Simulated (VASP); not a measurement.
The system is GaAs.

```xyz
4
Lattice="4.2498 0.0000 0.0000 -2.1249 3.6804 0.0000 0.0000 0.0000 5.7732" Properties=species:S:1:pos:R:3 pbc="T T T"
Ga    0.0000    2.4536    1.4433
Ga    2.1249    1.2268    4.3299
As    2.1249    1.2268    1.4433
As    0.0000    2.4536    4.3299
```

Base run:

```yaml
Program: VASP 6.6.1
Functional: r2SCAN
Potentials_or_basis: VASP PAW PBE potentials, release 64 (Ga_d, As)
Cutoff: 520 eV
k_mesh: 12 × 12 × 4
Occupations: fermi-dirac, width 0.02 eV
Spin: no spin polarisation
```

Its results: band gap on the k mesh zero (bands 18 and 19 overlap by 1.19 eV); pressure 0.0 GPa.

Task: The run is repeated on the same cell with these changes: functional from r2SCAN to PBE. What comes out?

Result: Band gap on the k mesh zero (bands 18 and 19 overlap by 1.09 eV); pressure 2.6 GPa.

Caveats: the PAW data sets were made with another functional, which shifts forces and pressure a little (at least some runs).
